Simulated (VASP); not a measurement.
# Al3Ga13N16 (P1) in VASP: single point with PBEsol

Aim: the single point of Al3Ga13N16 with PBEsol.

Program: VASP 6.6.1. These are calculated values, not measurements. Logs are shortened: lines on timing, memory, paths and dates and some standing lists are left out, and cuts for length are marked.

**1. The cell of the first run**

The typed cell holds 64 atoms: a = 8.950 Å, b = 8.950 Å, c = 8.950 Å, α = 90.00°, β = 90.00°, γ = 90.00°.

**2. Single point, PBEsol**

INCAR

```
PREC = Accurate
ENCUT = 700
EDIFF = 1E-6
ISMEAR = -1
SIGMA = 0.05
LREAL = Auto
LASPH = T
NELM = 120
ALGO = Normal
ISIF = 2
LWAVE = F
LCHARG = F
GGA = PS
ISYM = -1
NBANDS = 296
GGA_COMPAT = F
```

KPOINTS

```
explicit points
1
Reciprocal
  0.25000000   0.25000000   0.25000000 1
```

POSCAR

```
Al3Ga13N16
1.0
    8.9503078265      0.0000000000      0.0000000000
    0.0000000000      8.9503078265      0.0000000000
    0.0000000000      0.0000000000      8.9503078265
Ga Al N
26 6 32
Direct
    0.9998270000      0.9990070000      0.9983210000
    0.9988660000      0.5009080000      0.9975420000
    0.9992740000      0.5006290000      0.5014390000
    0.4999490000      0.9997520000      0.9976300000
    0.5000550000      0.9998360000      0.5014400000
    0.5006860000      0.5002780000      0.5020620000
    0.2512100000      0.2505090000      0.9986300000
    0.2498990000      0.2496010000      0.5009080000
    0.2506530000      0.7492940000      0.9976110000
    0.2492450000      0.7506980000      0.5012950000
    0.7482510000      0.2515460000      0.9975950000
    0.7499390000      0.2499950000      0.5012760000
    0.7489190000      0.7484110000      0.9969840000
    0.7503450000      0.7499330000      0.5023380000
    0.2493420000      0.9997210000      0.2502750000
    0.2496950000      0.9991860000      0.7490710000
    0.2505980000      0.4999840000      0.2489110000
    0.2513330000      0.5009640000      0.7501440000
    0.7502760000      0.9999630000      0.2501080000
    0.7497610000      0.9990900000      0.7488500000
    0.7490030000      0.5003680000      0.2488320000
    0.9995190000      0.2494530000      0.2501830000
    0.9992570000      0.2500330000      0.7486780000
    0.9998160000      0.7504530000      0.2500870000
    0.4997990000      0.2507880000      0.2489510000
    0.5001510000      0.7490680000      0.2488390000
    0.9994080000      0.9990240000      0.5004710000
    0.5004440000      0.4996040000      0.9968610000
    0.7480620000      0.5002880000      0.7501440000
    0.9985230000      0.7494740000      0.7489610000
    0.5003640000      0.2510250000      0.7501530000
    0.5002250000      0.7483840000      0.7499070000
    0.1252400000      0.1249340000      0.1235710000
    0.1217100000      0.1218390000      0.6218040000
    0.1246320000      0.6252280000      0.1239110000
    0.1226860000      0.6275480000      0.6283180000
    0.6250100000      0.1248270000      0.1239420000
    0.6222110000      0.1279520000      0.6282200000
    0.6217640000      0.6215200000      0.1205090000
    0.6253120000      0.6255540000      0.6308470000
    0.3783120000      0.3784720000      0.1208780000
    0.3773220000      0.3722080000      0.6277870000
    0.3744200000      0.8751800000      0.1240810000
    0.3783130000      0.8714400000      0.6281950000
    0.8746000000      0.3749710000      0.1239420000
    0.8712850000      0.3784710000      0.6282010000
    0.8737550000      0.8738950000      0.1234220000
    0.8806710000      0.8754110000      0.6251420000
    0.3752040000      0.1249630000      0.3747930000
    0.3774270000      0.1276880000      0.8708690000
    0.3746820000      0.6249440000      0.3759310000
    0.3811140000      0.6251700000      0.8745830000
    0.8773120000      0.1221870000      0.3786690000
    0.8740810000      0.1249860000      0.8743530000
    0.8740660000      0.6249740000      0.3747650000
    0.8742010000      0.6246610000      0.8676680000
    0.1249420000      0.3754640000      0.3753840000
    0.1250650000      0.3749850000      0.8737870000
    0.1221760000      0.8777430000      0.3779670000
    0.1219340000      0.8712080000      0.8710270000
    0.6250050000      0.3750800000      0.3751820000
    0.6218290000      0.3782460000      0.8709570000
    0.6250340000      0.8742980000      0.3754210000
    0.6219350000      0.8719180000      0.8706960000
```

Potentials or basis: VASP PAW PBE potentials, release 64 (Ga_d, Al, N).

The run is started by

```sh
> cat potpaw_PBE.64/Ga_d/POTCAR potpaw_PBE.64/Al/POTCAR potpaw_PBE.64/N/POTCAR > POTCAR
> mpirun -np 1 vasp_std > vasp.out
```

OUTCAR:

```text
PREC = Accurate
   ENCUT = 700
   EDIFF = 1E-6
   ISMEAR = -1
   LREAL = Auto
   LASPH = T
   NELM = 120
   ISIF = 2
   GGA = PS
   ISYM = -1

 ion  position               nearest neighbor table
   1  1.000  0.999  0.998-  54 1.94  47 1.94  33 1.95  60 1.95
   2  0.999  0.501  0.998-  58 1.94  35 1.95  45 1.95  56 1.96
   3  0.999  0.501  0.501-  55 1.94  57 1.95  46 1.95  36 1.95  30 3.14
   4  0.500  1.000  0.998-  37 1.95  43 1.95  64 1.95  50 1.95
   5  0.500  1.000  0.501-  63 1.95  49 1.95  44 1.95  38 1.95
   6  0.501  0.500  0.502-  61 1.95  51 1.95  42 1.95  40 1.96  29 3.14  32 3.14
   7  0.251  0.251  0.999-  58 1.94  33 1.95  50 1.95  41 1.95
   8  0.250  0.250  0.501-  49 1.94  57 1.94  42 1.95  34 1.95
   9  0.251  0.749  0.998-  43 1.94  35 1.95  60 1.95  52 1.95
  10  0.249  0.751  0.501-  51 1.95  36 1.95  44 1.95  59 1.95
  11  0.748  0.252  0.998-  54 1.94  45 1.94  37 1.94  62 1.96  31 3.13  28 3.14  29 3.14
  12  0.750  0.250  0.501-  61 1.94  38 1.95  46 1.95  53 1.95
  13  0.749  0.748  0.997-  47 1.95  64 1.95  39 1.95  56 1.96  29 3.13  32 3.14
  14  0.750  0.750  0.502-  55 1.94  63 1.95  40 1.95  48 1.96  30 3.13
  15  0.249  1.000  0.250-  49 1.94  43 1.94  33 1.94  59 1.95
  16  0.250  0.999  0.749-  44 1.95  60 1.95  34 1.95  50 1.95
  17  0.251  0.500  0.249-  51 1.94  35 1.94  57 1.95  41 1.95
  18  0.251  0.501  0.750-  58 1.94  36 1.95  42 1.95  52 1.96  28 3.14  32 3.14
  19  0.750  1.000  0.250-  63 1.94  47 1.94  37 1.94  53 1.95
  20  0.750  0.999  0.749-  54 1.94  64 1.95  38 1.95  48 1.96
  21  0.749  0.500  0.249-  55 1.94  61 1.94  45 1.94  39 1.95
  22  1.000  0.249  0.250-  57 1.95  45 1.95  33 1.95  53 1.95
  23  0.999  0.250  0.749-  58 1.94  54 1.94  46 1.95  34 1.95
  24  1.000  0.750  0.250-  55 1.94  47 1.94  35 1.94  59 1.95
  25  0.500  0.251  0.249-  61 1.94  37 1.94  49 1.94  41 1.95
  26  0.500  0.749  0.249-  43 1.95  63 1.95  51 1.95  39 1.95
  27  0.999  0.999  0.500-  34 1.89  59 1.89  53 1.90  48 1.90  30 3.15
  28  0.500  0.500  0.997-  39 1.90  52 1.90  41 1.90  62 1.91  29 3.13  31 3.13  32 3.14  18 3.14
                            11 3.14
  29  0.748  0.500  0.750-  46 1.90  40 1.90  56 1.90  62 1.91  28 3.13  13 3.13   6 3.14  32 3.14
                            11 3.14  31 3.15  30 3.16
  30  0.999  0.749  0.749-  36 1.90  60 1.90  48 1.90  56 1.90  14 3.13   3 3.14  27 3.15  29 3.16

  31  0.500  0.251  0.750-  42 1.89  38 1.90  50 1.90  62 1.91  28 3.13  11 3.13  29 3.15
  32  0.500  0.748  0.750-  64 1.89  44 1.89  40 1.90  52 1.90  28 3.14  13 3.14  29 3.14   6 3.14
                            18 3.14
  33  0.125  0.125  0.124-  15 1.94   7 1.95   1 1.95  22 1.95
  34  0.122  0.122  0.622-  27 1.89   8 1.95  23 1.95  16 1.95
  35  0.125  0.625  0.124-  17 1.94  24 1.94   9 1.95   2 1.95
  36  0.123  0.628  0.628-  30 1.90  10 1.95  18 1.95   3 1.95
  37  0.625  0.125  0.124-  25 1.94  19 1.94  11 1.94   4 1.95
  38  0.622  0.128  0.628-  31 1.90  12 1.95   5 1.95  20 1.95
[... 24 lines left out ...]
  63  0.625  0.874  0.375-  19 1.94   5 1.95  14 1.95  26 1.95
  64  0.622  0.872  0.871-  32 1.89  13 1.95   4 1.95  20 1.95

IMPORTANT INFORMATION: All symmetrisations will be switched off!
NOSYMM: (Re-)initialisation of all symmetry stuff for point group C_1.

----------------------------------------------------------------------------------------

                                     Primitive cell

  volume of cell :     716.9914

  direct lattice vectors                    reciprocal lattice vectors
     8.950307826  0.000000000  0.000000000     0.111728001  0.000000000  0.000000000
     0.000000000  8.950307826  0.000000000     0.000000000  0.111728001  0.000000000
     0.000000000  0.000000000  8.950307826     0.000000000  0.000000000  0.111728001

  length of vectors
     8.950307826  8.950307826  8.950307826     0.111728001  0.111728001  0.111728001

  position of ions in fractional coordinates (direct lattice)
     0.999827000  0.999007000  0.998321000
     0.998866000  0.500908000  0.997542000
     0.999274000  0.500629000  0.501439000
     0.499949000  0.999752000  0.997630000
     0.500055000  0.999836000  0.501440000
     0.500686000  0.500278000  0.502062000
[... 56 lines left out ...]
     0.625034000  0.874298000  0.375421000
     0.621935000  0.871918000  0.870696000

  ion indices of the primitive-cell ions
   primitive index   ion index
                 1           1
                 2           2
                 3           3
                 4           4
                 5           5
                 6           6
[... 56 lines left out ...]
                63          63
                64          64

----------------------------------------------------------------------------------------

 KPOINTS: explicit points

Read explicit list of k-points.

 Found      1 k-points:

 Following reciprocal coordinates:
            Coordinates               Weight
  0.250000  0.250000  0.250000      1.000000
   k-points           NKPTS =      1   k-points in BZ     NKDIM =      1   number of bands    NBANDS=    296
   number of dos      NEDOS =    301   number of ions     NIONS =     64
   total plane-waves  NPLWV = 512000
   dimension x,y,z NGX =    80 NGY =   80 NGZ =   80
   dimension x,y,z NGXF=   160 NGYF=  160 NGZF=  160
   ions per type =              26   6  32
   NGX,Y,Z   is equivalent  to a cutoff of  14.86, 14.86, 14.86 a.u.
   NGXF,Y,Z  is equivalent  to a cutoff of  29.72, 29.72, 29.72 a.u.
 SYSTEM =  unknown system
   PREC   = accura    normal or accurate (medium, high low for compatibility)
   ISTART =      0    job   : 0-new  1-cont  2-samecut
   ICHARG =      2    charge: 1-file 2-atom 10-const
   ISPIN  =      1    spin polarized calculation?
   LNONCOLLINEAR =      F non collinear calculations
   LSORBIT =      F    spin-orbit coupling
   LASPH  =      T    aspherical Exc in radial PAW
   ENCUT  =  700.0 eV  51.45 Ry    7.17 a.u.  19.31 19.31 19.31*2*pi/ulx,y,z
   NELM   =    120;   NELMIN=  2; NELMDL= -5     # of ELM steps
   EDIFF  = 0.1E-05   stopping-criterion for ELM
   LREAL  =      T    real-space projection
   EDIFFG = 0.1E-04   stopping-criterion for IOM
   NSW    =      0    number of steps for IOM
   IBRION =     -1    ionic relax: 0-MD 1-quasi-New 2-CG
   NFREE  =      0    steps in history (QN), initial steepest desc. (CG)
   ISIF   =      2    stress and relaxation
   ISYM   =     -1    0-nonsym 1-usesym 2-fastsym
   POTIM  = 0.5000    time-step for ionic-motion
   TEBEG  =    0.0;   TEEND  =   0.0 temperature during run
   PSTRESS=    0.0 pullay stress
   NELECT =     516.0000    total number of electrons
   NUPDOWN=      -1.0000    fix difference up-down
   EMIN   =  10.00;   EMAX   =-10.00  energy-range for DOS
   EFERMI =   0.00;   METHOD = LEGACY
   ISMEAR =    -1;   SIGMA  =   0.05  broadening in eV -4-tet -1-fermi 0-gaus
   EFERMI_NEDOS =   21; number of points for ismear=-14 and -15
   IALGO  =     38    algorithm
   IMIX   =      4    mixing-type and parameters
     AMIX     =   0.40;   BMIX     =  1.00
     AMIX_MAG =   1.60;   BMIX_MAG =  1.00
  volume/ion in A,a.u.               =      11.20        75.60
  Fermi-wavevector in a.u.,A,eV,Ry     =   1.467079  2.772377 29.284092  2.152320
  Thomas-Fermi vector in A             =   2.582740
   LORBIT       =      0    0 simple, 1 ext, 2 COOP (PROOUT), +10 PAW based schemes
   GGA     = PS    functional components
   LHFCALC =     F    Hartree Fock is set to
   AEXX    =    0.0000 exact exchange contribution
   IVDW    =     0    specifies the selected vdW correction
   LEPSILON=     F    determine dielectric tensor
   LRPA    =     F    only Hartree local field effects (RPA)
 non-spin polarized calculation
  energy-cutoff  :      700.00
  volume of cell :      716.99
 maximum number of plane-waves:     30184
 NGX is ok and might be reduce to    80
   NGX = 39   NGY = 39   NGZ = 39

 number of electron     516.0000070 magnetization

 Free energy of the ion-electron system (eV)
  ---------------------------------------------------
  ext. energy  EPLUGINS =         0.00000000
  ---------------------------------------------------
  free energy    TOTEN  =      -434.95568648 eV

  energy without entropy =     -434.95568648  energy(sigma->0) =     -434.95568648

 E-fermi :   6.4369     XC(G=0): -11.7923

 val. band max:        5.1982569057   @ k =   0.2500   0.2500   0.2500
 cond. band min:       8.5232068115   @ k =   0.2500   0.2500   0.2500
 fundamental gap:      3.3249499058
 Fermi energy:         6.4369172848

 k-point     1 :       0.2500    0.2500    0.2500
  band No.  band energies     occupation
      1     -10.3005      2.00000
      2      -9.9325      2.00000
      3      -9.9120      2.00000
      4      -9.8916      2.00000
      5      -9.7056      2.00000
      6      -9.6829      2.00000
[... 262 lines left out ...]
    269      10.3031      0.00000
    270      10.6245      0.00000
 [bands above 270 left out]

------------------------ aborting loop because EDIFF is reached ----------------------------------------

  FORCE on cell =-STRESS in cart. coord.  units (eV):
  Direction    XX          YY          ZZ          XY          YZ          ZX
  --------------------------------------------------------------------------------------
  -------------------------------------------------------------------------------------
  Total       -1.3760292     -1.2129405     -1.5254160     -1.6149403     -1.6464647     -1.6453444
  in kB       -3.0748527     -2.7104172     -3.4086701     -3.6087197     -3.6791636     -3.6766600
  external PRESSURE =      -3.0646467 kB  Pullay stress =       0.0000000 kB

 VOLUME and BASIS-vectors are now :
 -----------------------------------------------------------------------------
  energy-cutoff  :      700.00
  volume of cell :      716.99
      direct lattice vectors                 reciprocal lattice vectors
     8.950307826  0.000000000  0.000000000     0.111728001  0.000000000  0.000000000
     0.000000000  8.950307826  0.000000000     0.000000000  0.111728001  0.000000000
     0.000000000  0.000000000  8.950307826     0.000000000  0.000000000  0.111728001

 POSITION                                       TOTAL-FORCE (eV/Angst)
 -----------------------------------------------------------------------------------
      8.94876      8.94142      8.93528        -0.002010      0.005547      0.003031
      8.94016      4.48328      8.92831         0.009321     -0.007217      0.000235
      8.94381      4.48078      4.48803         0.005971     -0.007252     -0.005081
      4.47470      8.94809      8.92910        -0.002199      0.004961      0.004067
      4.47565      8.94884      4.48804        -0.003747      0.004682     -0.005523
      4.48129      4.47764      4.49361        -0.008342     -0.006300     -0.009212
[... 56 lines left out ...]
      5.59425      7.82524      3.36013         0.000605      0.000233     -0.002971
      5.56651      7.80393      7.79300         0.008606      0.001761      0.010010
 -----------------------------------------------------------------------------------
    total drift:                                0.025740      0.004910      0.037930

  FREE ENERGIE OF THE ION-ELECTRON SYSTEM (eV)
  ---------------------------------------------------
  free  energy   TOTEN  =      -434.9556864834 eV

  energy  without entropy=     -434.9556864833  energy(sigma->0) =     -434.95568648
```

It took 29 min on 1 thread of Intel Xeon 8259CL, shared host; peak memory 1.1 GiB.

Results:

```yaml
Free_energy: -434.9557 eV
Pressure: -0.3 GPa
Largest_force: 0.021 eV/Å
Band_gap_on_the_k_mesh: 3.32 eV
```

Forces in eV/Å, atoms in the order of the input:
```
Ga  -0.002  0.006  0.003
Ga   0.009 -0.007  0.000
Ga   0.006 -0.007 -0.005
Ga  -0.002  0.005  0.004
Ga  -0.004  0.005 -0.006
Ga  -0.008 -0.006 -0.009
Ga  -0.007 -0.001  0.000
Ga   0.000  0.001 -0.002
Ga  -0.002  0.001  0.004
Ga   0.009 -0.008 -0.006
Ga   0.005 -0.006  0.005
Ga  -0.001  0.001 -0.004
Ga  -0.003  0.001 -0.002
Ga  -0.006  0.002 -0.008
Ga  -0.005  0.002  0.001
Ga   0.003  0.005 -0.002
Ga  -0.001 -0.002  0.004
Ga  -0.007 -0.010 -0.002
Ga   0.016 -0.002  0.004
Ga   0.002  0.009  0.006
Ga   0.005 -0.007  0.004
Ga   0.001 -0.006  0.000
Ga   0.003  0.001  0.008
Ga  -0.004  0.009  0.000
Ga   0.000 -0.006  0.002
Ga  -0.007  0.004  0.006
Al  -0.001  0.009  0.002
Al  -0.017  0.012  0.002
Al   0.005  0.002  0.005
Al   0.016  0.005  0.004
Al   0.005 -0.004  0.000
Al  -0.003  0.014 -0.005
N   -0.002 -0.002  0.002
N    0.004  0.004  0.005
N   -0.001  0.000  0.002
N    0.001 -0.007 -0.010
N    0.000  0.001  0.001
N    0.007 -0.008 -0.007
N    0.014  0.002  0.005
N    0.001 -0.007 -0.009
N   -0.001 -0.011  0.005
N   -0.009  0.006 -0.005
N    0.000 -0.001  0.000
N   -0.008  0.003 -0.006
N   -0.002  0.003  0.000
N    0.002 -0.005 -0.007
N    0.003  0.000  0.001
N   -0.011 -0.008  0.000
N   -0.001 -0.001  0.000
N   -0.007 -0.003  0.005
N    0.001  0.002 -0.005
N   -0.005 -0.001 -0.006
N   -0.005  0.005 -0.008
N    0.001 -0.001  0.000
N    0.002  0.001  0.002
N   -0.002  0.003  0.006
N    0.000  0.000 -0.003
N   -0.003  0.001  0.003
N    0.005 -0.007 -0.008
N    0.001  0.008  0.010
N    0.001  0.002  0.001
N    0.001 -0.001  0.006
N    0.001  0.000 -0.003
N    0.009  0.002  0.010
```

Caveat: the PAW data sets were made with another functional, which shifts forces and pressure a little; a shifted mesh leaves out Γ, where band edges can lie. A k mesh can miss the band edges.
